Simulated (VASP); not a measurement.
# GaP (F-43m) in VASP: a series of runs

The runs below take GaP through single point, with r2SCAN, HSE06.

Program: VASP 6.6.1. These are calculated values, not measurements. Logs are shortened: lines on timing, memory, paths and dates and some standing lists are left out, and cuts for length are marked.

## 1. The cell of the first run

It takes space group F-43m (No. 216, cubic). The conventional cell has a = 5.233 Å, b = 5.233 Å, c = 5.233 Å, α = 90.00°, β = 90.00°, γ = 90.00°. Within 3.0 Å of Ga (site symmetry -43m) lie 4 P at 2.27 Å. Within 3.0 Å of P (site symmetry -43m) lie 4 Ga at 2.27 Å.

## 2. Single point, r2SCAN (strain -4.0%)

The input, POSCAR:

```
GaP
1.0
    0.0000000000      2.6163833159      2.6163833159
    2.6163833159      0.0000000000      2.6163833159
    2.6163833159      2.6163833159      0.0000000000
Ga P
1 1
Direct
    0.0000000000      0.0000000000      0.0000000000
    0.2500000000      0.2500000000      0.2500000000
```

The input, INCAR.step1:

```
PREC = Accurate
ENCUT = 520
ISMEAR = 0
SIGMA = 0.01
LREAL = F
LASPH = T
NELM = 80
NBANDS = 16
GGA = PE
ALGO = Normal
EDIFF = 1E-4
LWAVE = T
LCHARG = F
```

The input, INCAR.step2:

```
PREC = Accurate
ENCUT = 520
EDIFF = 1E-6
ISMEAR = 0
SIGMA = 0.01
LREAL = F
LASPH = T
NELM = 80
ALGO = Normal
ISIF = 2
LWAVE = F
LCHARG = F
METAGGA = R2SCAN
LMIXTAU = T
NBANDS = 16
ISTART = 1
```

The input, KPOINTS:

```
regular mesh
0
Gamma
  8 8 8
```

Potentials or basis: VASP PAW PBE potentials, release 64 (Ga_d, P).

Launch:

```sh
> cat potpaw_PBE.64/Ga_d/POTCAR potpaw_PBE.64/P/POTCAR > POTCAR
> cp INCAR.step1 INCAR
> mpirun -np 1 vasp_std > vasp.out
> cp INCAR.step2 INCAR
> mpirun -np 1 vasp_std > vasp.out
```

OUTCAR:

```text
PREC = Accurate
   ENCUT = 520
   EDIFF = 1E-6
   ISMEAR = 0
   LREAL = F
   LASPH = T
   NELM = 80
   ISIF = 2
   METAGGA = R2SCAN
   ISTART = 1

 ion  position               nearest neighbor table
   1  0.000  0.000  0.000-   2 2.27   2 2.27   2 2.27   2 2.27
   2  0.250  0.250  0.250-   1 2.27   1 2.27   1 2.27   1 2.27

  LATTYP: Found a face centered cubic cell.
 ALAT       =     5.2327666318

  Lattice vectors:

 A1 = (   0.0000000000,   2.6163833159,   2.6163833159)
 A2 = (   2.6163833159,   0.0000000000,   2.6163833159)
 A3 = (   2.6163833159,   2.6163833159,   0.0000000000)

Analysis of symmetry for initial positions (statically):
=====================================================================
 Subroutine PRICEL returns:
 Original cell was already a primitive cell.

 Routine SETGRP: Setting up the symmetry group for a
 face centered cubic supercell.

 Subroutine GETGRP returns: Found 24 space group operations
 (whereof 24 operations were pure point group operations)
 out of a pool of 48 trial point group operations.

The static configuration has the point symmetry T_d .

Analysis of symmetry for dynamics (positions and initial velocities):
=====================================================================
 Subroutine PRICEL returns:
 Original cell was already a primitive cell.

 Routine SETGRP: Setting up the symmetry group for a
 face centered cubic supercell.

 Subroutine GETGRP returns: Found 24 space group operations
 (whereof 24 operations were pure point group operations)
 out of a pool of 48 trial point group operations.

The dynamic configuration has the point symmetry T_d .

 Subroutine INISYM returns: Found 24 space group operations
 (whereof 24 operations are pure point group operations),
 and found     1 'primitive' translations

----------------------------------------------------------------------------------------

                                     Primitive cell

  volume of cell :      35.8207

  direct lattice vectors                    reciprocal lattice vectors
     0.000000000  2.616383316  2.616383316    -0.191103497  0.191103497  0.191103497
     2.616383316  0.000000000  2.616383316     0.191103497 -0.191103497  0.191103497
     2.616383316  2.616383316  0.000000000     0.191103497  0.191103497 -0.191103497

  length of vectors
     3.700124770  3.700124770  3.700124770     0.331000966  0.331000966  0.331000966

  position of ions in fractional coordinates (direct lattice)
     0.000000000  0.000000000  0.000000000
     0.250000000  0.250000000  0.250000000

  ion indices of the primitive-cell ions
   primitive index   ion index
                 1           1
                 2           2

----------------------------------------------------------------------------------------

 KPOINTS: regular mesh

Automatic generation of k-mesh.
 Grid dimensions read from file:
 generate k-points for:    8    8    8

 Generating k-lattice:

  Cartesian coordinates                     Fractional coordinates (reciprocal lattice)
    -0.023887937  0.023887937  0.023887937     0.125000000  0.000000000  0.000000000
     0.023887937 -0.023887937  0.023887937     0.000000000  0.125000000  0.000000000
     0.023887937  0.023887937 -0.023887937     0.000000000  0.000000000  0.125000000

  Length of vectors
     0.041375121  0.041375121  0.041375121

  Shift w.r.t. Gamma in fractional coordinates (k-lattice)
     0.000000000  0.000000000  0.000000000

 Subroutine IBZKPT returns following result:
 ===========================================

 Found     29 irreducible k-points:

 Following reciprocal coordinates:
            Coordinates               Weight
  0.000000  0.000000  0.000000      1.000000
  0.125000  0.000000  0.000000      8.000000
  0.250000  0.000000  0.000000      8.000000
  0.375000  0.000000  0.000000      8.000000
  0.500000  0.000000  0.000000      4.000000
  0.125000  0.125000  0.000000      6.000000
[... 16 lines left out ...]
  0.500000  0.250000  0.125000     48.000000
 -0.375000  0.250000  0.125000     24.000000
 [... further k-points ...]
   k-points           NKPTS =     29   k-points in BZ     NKDIM =     29   number of bands    NBANDS=     16
   number of dos      NEDOS =    301   number of ions     NIONS =      2
   total plane-waves  NPLWV =  21952
   dimension x,y,z NGX =    28 NGY =   28 NGZ =   28
   dimension x,y,z NGXF=    56 NGYF=   56 NGZF=   56
   ions per type =               1   1
   NGX,Y,Z   is equivalent  to a cutoff of  12.58, 12.58, 12.58 a.u.
   NGXF,Y,Z  is equivalent  to a cutoff of  25.16, 25.16, 25.16 a.u.
 SYSTEM =  unknown system
   PREC   = accura    normal or accurate (medium, high low for compatibility)
   ISTART =      1    job   : 0-new  1-cont  2-samecut
   ICHARG =      0    charge: 1-file 2-atom 10-const
   ISPIN  =      1    spin polarized calculation?
   LNONCOLLINEAR =      F non collinear calculations
   LSORBIT =      F    spin-orbit coupling
   LASPH  =      T    aspherical Exc in radial PAW
   ENCUT  =  520.0 eV  38.22 Ry    6.18 a.u.   6.88  6.88  6.88*2*pi/ulx,y,z
   NELM   =     80;   NELMIN=  2; NELMDL=  0     # of ELM steps
   EDIFF  = 0.1E-05   stopping-criterion for ELM
   LREAL  =      F    real-space projection
   EDIFFG = 0.1E-04   stopping-criterion for IOM
   NSW    =      0    number of steps for IOM
   IBRION =     -1    ionic relax: 0-MD 1-quasi-New 2-CG
   NFREE  =      0    steps in history (QN), initial steepest desc. (CG)
   ISIF   =      2    stress and relaxation
   ISYM   =      2    0-nonsym 1-usesym 2-fastsym
   POTIM  = 0.5000    time-step for ionic-motion
   TEBEG  =    0.0;   TEEND  =   0.0 temperature during run
   PSTRESS=    0.0 pullay stress
   NELECT =      18.0000    total number of electrons
   NUPDOWN=      -1.0000    fix difference up-down
   EMIN   =  10.00;   EMAX   =-10.00  energy-range for DOS
   EFERMI =   0.00;   METHOD = LEGACY
   ISMEAR =     0;   SIGMA  =   0.01  broadening in eV -4-tet -1-fermi 0-gaus
   EFERMI_NEDOS =   21; number of points for ismear=-14 and -15
   IALGO  =     38    algorithm
   IMIX   =      4    mixing-type and parameters
     AMIX     =   0.40;   BMIX     =  1.00
     AMIX_MAG =   1.60;   BMIX_MAG =  1.00
  volume/ion in A,a.u.               =      17.91       120.87
  Fermi-wavevector in a.u.,A,eV,Ry     =   1.301530  2.459536 23.048014  1.693981
  Thomas-Fermi vector in A             =   2.432658
   LORBIT       =      0    0 simple, 1 ext, 2 COOP (PROOUT), +10 PAW based schemes
   METAGGA = R2SCAN    functional components
   LHFCALC =     F    Hartree Fock is set to
   AEXX    =    0.0000 exact exchange contribution
   IVDW    =     0    specifies the selected vdW correction
   LEPSILON=     F    determine dielectric tensor
   LRPA    =     F    only Hartree local field effects (RPA)
 non-spin polarized calculation
 Gauss-broadening in eV      SIGMA  =   0.01
  energy-cutoff  :      520.00
  volume of cell :       35.82
 maximum number of plane-waves:       982
   NGX = 13   NGY = 13   NGZ = 13

 number of electron      18.0000012 magnetization

 Free energy of the ion-electron system (eV)
  ---------------------------------------------------
  ext. energy  EPLUGINS =         0.00000000
  ---------------------------------------------------
  free energy    TOTEN  =       -21.27957426 eV

  energy without entropy =      -21.27957426  energy(sigma->0) =      -21.27957426

 E-fermi :   5.8510     XC(G=0): -11.1609

 val. band max:        5.8107842960   @ k =   0.0000   0.0000   0.0000
 cond. band min:       7.4414987343   @ k =   0.5000   0.5000   0.0000
 fundamental gap:      1.6307144383
 Fermi energy:         5.8510041390

 k-point     1 :       0.0000    0.0000    0.0000
  band No.  band energies     occupation
      1      -9.4493      2.00000
      2      -9.4493      2.00000
      3      -9.4493      2.00000
      4      -9.2895      2.00000
      5      -9.2895      2.00000
      6      -8.2384      2.00000
[... 8 lines left out ...]
     15      16.2283      0.00000
     16      16.2283      0.00000

 k-point     2 :       0.1250    0.0000    0.0000
  band No.  band energies     occupation
      1      -9.4816      2.00000
      2      -9.4419      2.00000
      3      -9.4419      2.00000
      4      -9.2896      2.00000
      5      -9.2896      2.00000
      6      -7.9822      2.00000
[... 8 lines left out ...]
     15      15.5335      0.00000
     16      16.8586      0.00000

 k-point     3 :       0.2500    0.0000    0.0000
  band No.  band energies     occupation
      1      -9.5399      2.00000
      2      -9.4259      2.00000
      3      -9.4259      2.00000
      4      -9.2877      2.00000
      5      -9.2877      2.00000
      6      -7.2722      2.00000
[... 8 lines left out ...]
     15      15.3720      0.00000
     16      16.7760      0.00000

 k-point     4 :       0.3750    0.0000    0.0000
  band No.  band energies     occupation
      1      -9.5844      2.00000
      2      -9.4137      2.00000
      3      -9.4137      2.00000
      4      -9.2818      2.00000
      5      -9.2818      2.00000
      6      -6.2707      2.00000
[... 8 lines left out ...]
     15      16.8255      0.00000
     16      17.0921      0.00000
[... 324 lines left out ...]
 k-point    22 :       0.3750    0.2500    0.1250
  band No.  band energies     occupation
      1      -9.5735      2.00000
      2      -9.4071      2.00000
      3      -9.4008      2.00000
      4      -9.3086      2.00000
      5      -9.2752      2.00000
      6      -6.6793      2.00000
[... 8 lines left out ...]
     15      18.1300      0.00000
     16      19.8672      0.00000

 k-point    23 :       0.5000    0.2500    0.1250
  band No.  band energies     occupation
      1      -9.5971      2.00000
      2      -9.4005      2.00000
      3      -9.3864      2.00000
      4      -9.3051      2.00000
      5      -9.2755      2.00000
      6      -5.7328      2.00000
[... 8 lines left out ...]
     15      18.7465      0.00000
     16      19.9495      0.00000

 k-point    24 :      -0.3750    0.2500    0.1250
  band No.  band energies     occupation
      1      -9.6056      2.00000
      2      -9.3994      2.00000
      3      -9.3813      2.00000
      4      -9.2990      2.00000
      5      -9.2782      2.00000
      6      -5.1251      2.00000
[... 8 lines left out ...]
     15      18.9157      0.00000
     16      19.8480      0.00000

 [... further k-points ...]
[... 5 lines left out ...]
  --------------------------------------------------------------------------------------
  -------------------------------------------------------------------------------------
  Total        3.1399345      3.1399345      3.1399345     -0.0000000     -0.0000000      0.0000000
  in kB      140.4420190    140.4420190    140.4420190     -0.0000000     -0.0000000      0.0000000
  external PRESSURE =     140.4420190 kB  Pullay stress =       0.0000000 kB

 VOLUME and BASIS-vectors are now :
 -----------------------------------------------------------------------------
  energy-cutoff  :      520.00
  volume of cell :       35.82
      direct lattice vectors                 reciprocal lattice vectors
     0.000000000  2.616383316  2.616383316    -0.191103497  0.191103497  0.191103497
     2.616383316  0.000000000  2.616383316     0.191103497 -0.191103497  0.191103497
     2.616383316  2.616383316  0.000000000     0.191103497  0.191103497 -0.191103497

 POSITION                                       TOTAL-FORCE (eV/Angst)
 -----------------------------------------------------------------------------------
      0.00000      0.00000      0.00000        -0.000000     -0.000000      0.000000
      1.30819      1.30819      1.30819         0.000000      0.000000     -0.000000
 -----------------------------------------------------------------------------------
    total drift:                                0.000013      0.000013      0.000013

  FREE ENERGIE OF THE ION-ELECTRON SYSTEM (eV)
  ---------------------------------------------------
  free  energy   TOTEN  =       -21.2795742582 eV

  energy  without entropy=      -21.2795742582  energy(sigma->0) =      -21.27957426
```

Wall time 2.8 min (1 thread of AMD EPYC 7R13, shared host); peak memory 0.14 GiB.

Results:

- Free energy: -21.2796 eV
- Pressure: 14.0 GPa
- Band gap on the k mesh: 1.63 eV, indirect (least direct gap 3.44 eV)

Levels at points of the mesh, in eV from the valence-band top:
```tsv
k point	band 7	band 8	band 9	band 10	band 11	band 12
(0.00, 0.00, 0.00)	0.00	0.00	0.00	3.44	4.12	4.12
(0.50, 0.00, 0.00)	-7.64	-1.37	-1.37	2.43	4.98	4.98
(0.50, 0.50, 0.00)	-7.61	-3.28	-3.28	1.63	1.94	12.29
```

Caveat: the cell differs from its parent crystal (strain -4.0%); the PAW data sets were made with another functional, which shifts forces and pressure a little.

## 3. Single point, r2SCAN (strain -3.0%)

The input, POSCAR:

```
GaP
1.0
    0.0000000000      2.6436373088      2.6436373088
    2.6436373088      0.0000000000      2.6436373088
    2.6436373088      2.6436373088      0.0000000000
Ga P
1 1
Direct
    0.0000000000      0.0000000000      0.0000000000
    0.2500000000      0.2500000000      0.2500000000
```

The input, INCAR.step1:

```
SYSTEM = GaP
PREC = Accurate ; ENCUT = 520
ISMEAR = 0 ; SIGMA = 0.01
LREAL = .FALSE. ; LASPH = .TRUE.
NELM = 100 ; NBANDS = 16
GGA = PE ; ALGO = Normal
EDIFF = 1E-4 ; LWAVE = .TRUE.
LCHARG = .FALSE.
```

The input, INCAR.step2:

```
SYSTEM = GaP
PREC = Accurate ; ENCUT = 520
EDIFF = 1E-6 ; ISMEAR = 0
SIGMA = 0.01 ; LREAL = .FALSE.
LASPH = .TRUE. ; NELM = 100
ALGO = Normal ; ISIF = 2
LWAVE = .FALSE. ; LCHARG = .TRUE.
METAGGA = R2SCAN ; LMIXTAU = .TRUE.
LELF = .TRUE. ; LVHAR = .TRUE.
NBANDS = 16 ; ISTART = 1
```

The input, KPOINTS:

```
regular mesh
0
G
  8 8 8
  0 0 0
```

Potentials or basis: VASP PAW PBE potentials, release 64 (Ga_d, P).

Launch:

```sh
> cat potpaw_PBE.64/Ga_d/POTCAR potpaw_PBE.64/P/POTCAR > POTCAR
> cp INCAR.step1 INCAR
> mpirun -np 1 vasp_std > vasp.out
> cp INCAR.step2 INCAR
> mpirun -np 1 vasp_std > vasp.out
```

Run time: 2.4 min. Hardware: 1 thread of AMD EPYC 7R13, shared host; peak memory 0.14 GiB.

It converged, with:

```yaml
Free_energy: -21.3634 eV
Pressure: 9.8 GPa
Band_gap_on_the_k_mesh: 1.71 eV, indirect (least direct gap 3.16 eV)
```

Levels at points of the mesh, in eV from the valence-band top:
```
           k point  band 5  band 6  band 7  band 8  band 9  band 10  band 11  band 12  band 13  band 14
(0.00, 0.00, 0.00)  -15.03  -13.77    0.00    0.00    0.00     3.16     4.15     4.15     4.15     9.93
(0.50, 0.00, 0.00)  -15.02  -11.28   -7.43   -1.32   -1.32     2.34     5.01     5.01     9.01    12.39
(0.50, 0.50, 0.00)  -15.00  -10.22   -7.43   -3.15   -3.15     1.71     1.99    12.06    12.06    12.95
```

Caveat: the cell differs from its parent crystal (strain -3.0%); the PAW data sets were made with another functional, which shifts forces and pressure a little.

## 4. Single point, r2SCAN (strain -2.0%)

The input, POSCAR:

```
GaP
1.0
    0.0000000000      2.6708913017      2.6708913017
    2.6708913017      0.0000000000      2.6708913017
    2.6708913017      2.6708913017      0.0000000000
Ga P
1 1
Direct
    0.0000000000      0.0000000000      0.0000000000
    0.2500000000      0.2500000000      0.2500000000
```

The input, INCAR.step1:

```
ALGO = Normal
EDIFF = 1E-4
ENCUT = 520
GGA = PE
ISMEAR = 0
LASPH = True
LCHARG = False
LREAL = False
LWAVE = True
NBANDS = 16
NELM = 60
PREC = Accurate
SIGMA = 0.01
```

The input, INCAR.step2:

```
ALGO = Normal
EDIFF = 1E-6
ENCUT = 520
ISIF = 2
ISMEAR = 0
ISTART = 1
LASPH = True
LCHARG = False
LMIXTAU = True
LREAL = False
LWAVE = False
METAGGA = R2SCAN
NBANDS = 16
NELM = 60
PREC = Accurate
SIGMA = 0.01
```

The input, KPOINTS:

```
k-points
0
Gamma
  8 8 8
```

Launch:

```sh
> cat potpaw_PBE.64/Ga_d/POTCAR potpaw_PBE.64/P/POTCAR > POTCAR
> cp INCAR.step1 INCAR
> mpirun -np 1 vasp_std > vasp.out
> cp INCAR.step2 INCAR
> mpirun -np 1 vasp_std > vasp.out
```

Run time: 2.1 min. Hardware: 1 thread of AMD EPYC 7R13, shared host; peak memory 0.14 GiB.

The run converged. Its results:

```
Free energy            : -21.4203 eV
Pressure               : 6.1 GPa
Band gap on the k mesh : 1.78 eV, indirect (least direct gap 2.88 eV)
```

Levels at points of the mesh, in eV from the valence-band top:
| k point | band 6 | band 7 | band 8 | band 9 | band 10 | band 11 | band 12 | band 13 |
| --- | --- | --- | --- | --- | --- | --- | --- | --- |
| (0.00, 0.00, 0.00) | -13.51 | 0.00 | 0.00 | 0.00 | 2.88 | 4.17 | 4.17 | 4.17 |
| (0.50, 0.00, 0.00) | -11.13 | -7.22 | -1.26 | -1.26 | 2.24 | 5.03 | 5.03 | 8.96 |
| (0.50, 0.50, 0.00) | -10.11 | -7.27 | -3.03 | -3.03 | 1.78 | 2.04 | 11.82 | 11.82 |

Caveat: the cell differs from its parent crystal (strain -2.0%); the PAW data sets were made with another functional, which shifts forces and pressure a little. A k mesh can miss the band edges.

## 5. Single point, HSE06 (strain -3.0%)

The input, POSCAR:

```
GaP
1.0
    0.0000000000      2.6436373088      2.6436373088
    2.6436373088      0.0000000000      2.6436373088
    2.6436373088      2.6436373088      0.0000000000
Ga P
1 1
Direct
    0.0000000000      0.0000000000      0.0000000000
    0.2500000000      0.2500000000      0.2500000000
```

The input, INCAR.step1:

```
SYSTEM = GaP
PREC = Accurate
ENCUT = 520
EDIFF = 1E-5
ISMEAR = 0
SIGMA = 0.01
LREAL = .False.
LASPH = .True.
NELM = 60
ALGO = Normal
ISIF = 2
LWAVE = .True.
GGA = PE
NBANDS = 16
```

The input, INCAR.step2:

```
SYSTEM = GaP
PREC = Accurate
ENCUT = 520
EDIFF = 1E-6
ISMEAR = 0
SIGMA = 0.01
LREAL = .False.
LASPH = .True.
NELM = 60
ALGO = Normal
ISIF = 2
LWAVE = .False.
LCHARG = .True.
GGA = PE
LHFCALC = .True.
HFSCREEN = 0.2079
PRECFOCK = Normal
LELF = .True.
LVHAR = .True.
ISTART = 1
NBANDS = 16
```

The input, KPOINTS:

```
Automatic mesh
0
Gamma
  6 6 6
  0 0 0
```

Launch:

```sh
> cat potpaw_PBE.64/Ga_d/POTCAR potpaw_PBE.64/P/POTCAR > POTCAR
> cp INCAR.step1 INCAR
> mpirun -np 1 vasp_std > vasp.out
> cp INCAR.step2 INCAR
> mpirun -np 1 vasp_std > vasp.out
```

Run time: 31 min. Hardware: 1 thread of Intel Xeon Platinum 8488C (Sapphire Rapids), shared host; peak memory 0.28 GiB.

Results (log left out):

```yaml
Free_energy: -10.6666 eV
Pressure: 10.5 GPa
Band_gap_on_the_k_mesh: 2.09 eV, indirect (least direct gap 3.63 eV)
```

Levels at points of the mesh, in eV from the valence-band top:
```csv
k point,band 6,band 7,band 8,band 9,band 10,band 11,band 12,band 13
"(0.00, 0.00, 0.00)",-14.55,0.00,0.00,0.00,3.63,4.75,4.75,4.75
"(0.50, 0.00, 0.00)",-12.00,-7.84,-1.36,-1.36,2.82,5.59,5.59,9.41
"(0.50, 0.50, 0.00)",-10.88,-7.82,-3.28,-3.28,2.09,2.46,12.80,12.80
```

Caveat: the cell differs from its parent crystal (strain -3.0%); the PAW data sets were made with another functional, which shifts forces and pressure a little. A k mesh can miss the band edges.

## 6. Summary

| level | cell | k mesh | grid for exact exchange (PRECFOCK) | screening parameter | gap on the mesh (eV) | pressure (GPa) |
| --- | --- | --- | --- | --- | --- | --- |
| r2SCAN | a = 3.700 Å, angles 60.0°, 2 atoms | 8 × 8 × 8 | - | - | 1.63 | 14.0 |
| r2SCAN | a = 3.739 Å, angles 60.0°, 2 atoms | 8 × 8 × 8 | - | - | 1.71 | 9.8 |
| r2SCAN | a = 3.777 Å, angles 60.0°, 2 atoms | 8 × 8 × 8 | - | - | 1.78 | 6.1 |
| HSE06 | a = 3.739 Å, angles 60.0°, 2 atoms | 6 × 6 × 6 | Normal | 0.2079 1/Å | 2.09 | 10.5 |

Alike in all rows: task single point; potentials or basis VASP PAW PBE potentials, release 64 (Ga_d, P); no spin polarisation; cutoff (eV) 520; smearing gaussian 0.01 eV.

Caveats: the PAW data sets were made with another functional, which shifts forces and pressure a little.

Absolute energies hang on the potentials; compare differences alone.
